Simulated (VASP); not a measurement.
Ir3Ru2:

```
Ru Ir
1.0
     2.73395    0.00000    0.00000
    -1.36697    2.36767    0.00000
     0.00000    0.00000   21.43925
Ru Ir
4 6
Direct
  0.33333 0.66667 0.15000
  0.33333 0.66667 0.75000
  0.66667 0.33333 0.25000
  0.66667 0.33333 0.85000
  0.33333 0.66667 0.95000
  0.33333 0.66667 0.35000
  0.33333 0.66667 0.55000
  0.66667 0.33333 0.05000
  0.66667 0.33333 0.45000
  0.66667 0.33333 0.65000
```

- Program: VASP 6.6.1
- Task: relaxation of cell and atoms
- Functional: PBE
- Potentials or basis: VASP PAW PBE potentials, release 64 (Ru_pv, Ir)
- Cutoff: 600 eV
- k mesh: 6 × 6 × 1
- Occupations: gaussian, width 0.1 eV
- Spin: no spin polarisation

At the start: pressure 11.0 GPa; volume 13.88 Å³/atom.

Q: Where does the relaxation end?

A: Over 15 steps the energy falls by 28.6 meV/atom and the volume is 14.29 Å³/atom (+3.0 %); space group P-3m1 (No. 164, to 0.1 Å) before and after.

The path:
```csv
step,energy change (eV),largest force (eV/Å),pressure (GPa),volume (Å³)
1,0.0000,0.8521,10.95,138.78
2,1.2083,0.2072,-26.72,158.72
3,-0.1907,0.5951,-1.84,143.78
4,-0.1912,0.6046,-1.30,143.55
5,-0.2651,0.3016,-0.11,142.95
6,-0.2746,0.2639,0.62,142.64
7,-0.2773,0.1213,-1.65,143.58
8,-0.2794,0.1154,-0.75,143.20
9,-0.2813,0.1001,0.79,142.51
10,-0.2822,0.0977,0.23,142.76
11,-0.2838,0.0721,-0.06,142.89
12,-0.2841,0.0922,-0.26,142.98
13,-0.2851,0.0656,0.31,142.73
14,-0.2851,0.0633,0.36,142.71
15,-0.2858,0.0173,-0.12,142.91
```

Final structure:
```
CELL_PARAMETERS angstrom
2.76164 0.00000 0.00000
-1.38082 2.39165 0.00000
0.00000 0.00000 21.63670
ATOMIC_POSITIONS crystal
Ru 0.33333 0.66667 0.15126
Ru 0.33333 0.66667 0.75284
Ru 0.66667 0.33333 0.24716
Ru 0.66667 0.33333 0.84874
Ir 0.33333 0.66667 0.94832
Ir 0.33333 0.66667 0.34632
Ir 0.33333 0.66667 0.55101
Ir 0.66667 0.33333 0.05168
Ir 0.66667 0.33333 0.44899
Ir 0.66667 0.33333 0.65368
```

Caveat: the k points lie up to 0.44 Å⁻¹ apart in the final cell, too coarse for converged energies and pressures of a metal.
